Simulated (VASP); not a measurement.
Write the native input for VASP 6.6.1 that does the following.

| Property | Result |
| --- | --- |
| Task | single point |
| Functional | PBE |
| Potentials or basis | VASP PAW PBE potentials, release 64 (Co) |
| Cutoff | 520 eV |
| k mesh | 12 × 12 × 6 |
| Occupations | fermi-dirac, width 0.05 eV |
| Spin | no spin polarisation |
| Dipole correction | no |
| Further INCAR settings | ALGO = Normal; EDIFF = 1e-07; NBANDS = 16 |

The structure of Co lies in POSCAR:

```
Co
1.0
    0.0000000000      1.7993500000      1.7993500000
    1.7993500000      0.0000000000      1.7993500000
    3.5987000000      3.5987000000      0.0000000000
Co
2
Direct
    0.0000000000      0.0000000000      0.0000000000
    0.0000000000      0.0000000000      0.5000000000
```

This isn't the form of Co at room conditions, which is hcp.

One way to write it, as run:

INCAR

```
SYSTEM = Co
ALGO = Normal
EDIFF = 1E-7
ENCUT = 520
GGA = PE
ISIF = 2
ISMEAR = -1
LASPH = .TRUE.
LCHARG = .TRUE.
LELF = .TRUE.
LREAL = .FALSE.
LVHAR = .TRUE.
LWAVE = .FALSE.
NBANDS = 16
NELM = 100
PREC = Accurate
SIGMA = 0.05
```

KPOINTS

```
k-points
0
G
  12 12 6
  0 0 0
```

Potentials or basis: VASP PAW PBE potentials, release 64 (Co).

The run is started by

```console
$ cat potpaw_PBE.64/Co/POTCAR > POTCAR
$ mpirun -np 1 vasp_std > vasp.out
```

Results of the run:

```
Pressure               : -23.5 GPa
Band gap on the k mesh : zero (bands 9 and 10 overlap by 0.96 eV)
```

Caveat: the cell stands under tension; the run has no spin polarisation, though such a crystal can be magnetic.

It took 19 s on 1 thread of Intel(R) Xeon(R) 6975P-C (Granite Rapids), on a shared host, peak memory 0.16 GiB.
